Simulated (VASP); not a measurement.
Here is a VASP 6.6.1 calculation.

Contents of INCAR:

```
  PREC = Accurate
  ENCUT = 500
  EDIFF = 1E-6
  ISMEAR = -1
  SIGMA = 0.08
  LREAL = False
  LASPH = True
  NELM = 120
  ALGO = Normal
  ISIF = 2
  LWAVE = False
  LCHARG = False
  GGA = PS
  NBANDS = 18
  GGA_COMPAT = False
```

File KPOINTS:

```
Automatic mesh
0
Gamma
  17 17 9
```

File POSCAR:

```
Au
1.0
    2.5521280009      0.0000000000      0.0000000000
   -1.2760640005      2.2102076825      0.0000000000
    0.0000000000      0.0000000000      4.2165126558
Au
2
Direct
    0.3333333333      0.6666666667      0.2500000000
    0.6666666667      0.3333333333      0.7500000000
```

Potentials or basis: VASP PAW PBE potentials, release 64 (Au).

Run with:

```bash
$ cat potpaw_PBE.64/Au/POTCAR > POTCAR
$ mpirun -np 1 vasp_std > vasp.out
```

(1) Estimate the band gap on the k mesh.

(2) What does it give for the pressure?

Results:

(1) zero (band 11 reaches 21.64 eV, above the bottom of band 12 at 13.38 eV).

(2) 170.8 GPa.

Caveat: the PAW data sets were made with another functional, which shifts forces and pressure a little; spin-orbit coupling is left out, which moves the levels of the heavy elements.
